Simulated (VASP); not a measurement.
Crystal: Co3Sn2.

```xyz
5
Lattice="4.2230 0.0000 0.0000 -2.1115 3.6572 0.0000 0.0000 0.0000 5.0669" Properties=species:S:1:pos:R:3 pbc="T T T"
Co    0.0000    0.0000    3.7817
Co    0.0000    0.0000    1.2852
Co    2.1115    1.2191    0.0000
Sn    2.1115    1.2191    2.5334
Sn    0.0000    2.4381    0.0000
```

Base run:

| Property | Result |
| --- | --- |
| Program | VASP 6.6.1 |
| Functional | PBEsol |
| Potentials or basis | VASP PAW PBE potentials, release 64 (Co, Sn_d) |
| Cutoff | 520 eV |
| k mesh | 6 × 6 × 4 |
| Occupations | gaussian, width 0.1 eV |
| Spin | collinear spin, ferromagnetic start |
| Starting moments | [1.25, 1.25, 0.55, 0.0, 0.0] μB |

Its results: pressure -5.8 GPa; net moment 2.68 μB per cell; site moments Co +1.15, +0.55 (each value once); Sn -0.05 μB; largest force 0.009 eV/Å.

Problem. The run is repeated on the same cell with these changes: k mesh from 6 × 6 × 4 to 3 × 3 × 2; further incar settings from ALGO = Normal; EDIFF = 1e-06; NBANDS = 40 to ALGO = Normal; EDIFF = 1e-07; NBANDS = 40. What comes out?

Solution. Pressure -4.4 GPa; net moment 3.74 μB per cell; site moments Co +1.44, +0.94 (each value once); Sn -0.02, -0.05 μB; largest force 0.015 eV/Å.

Caveats: some runs use coarse meshes; the PAW data sets were made with another functional, which shifts forces and pressure a little; the cell stands under tension (at least some runs).
